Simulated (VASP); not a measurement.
The system is Mg3SiO.

```xyz
5
Lattice="4.2206 0.0000 0.0000 0.0000 4.2206 0.0000 0.0000 0.0000 4.2206" Properties=species:S:1:pos:R:3 pbc="T T T"
Si    0.0000    0.0000    0.0000
O     2.1103    2.1103    2.1103
Mg    2.1103    2.1103    0.0000
Mg    2.1103    0.0000    2.1103
Mg    0.0000    2.1103    2.1103
```

| Quantity | Value |
| --- | --- |
| Program | VASP 6.6.1 |
| Task | relaxation of cell and atoms |
| Functional | PBEsol |
| Potentials or basis | VASP PAW PBE potentials, release 64 (Si, O, Mg) |
| Cutoff | 600 eV |
| k mesh | 6 × 6 × 6 |
| Occupations | fermi-dirac, width 0.02 eV |
| Spin | no spin polarisation |

At the start: pressure -2.1 GPa; volume 15.04 Å³/atom.

Problem. How do energy, volume and symmetry change on relaxing?

Solution. Over 3 steps the energy falls by 2.6 meV/atom and the volume is 14.65 Å³/atom (-2.6 %); space group Pm-3m (No. 221, to 0.1 Å) before and after.

The path:
```
step  energy change (eV)  largest force (eV/Å)  pressure (GPa)  volume (Å³)
   1              0.0000                0.0000           -2.07        75.19
   2             -0.0129                0.0000            0.16        73.09
   3             -0.0130                0.0000            0.00        73.23
```

Final structure:
```
CELL_PARAMETERS angstrom
4.18376 0.00000 0.00000
0.00000 4.18376 0.00000
0.00000 0.00000 4.18376
ATOMIC_POSITIONS crystal
Si 0.00000 0.00000 0.00000
O 0.50000 0.50000 0.50000
Mg 0.50000 0.50000 0.00000
Mg 0.50000 0.00000 0.50000
Mg 0.00000 0.50000 0.50000
```

Caveat: the PAW data sets were made with another functional, which shifts forces and pressure a little.
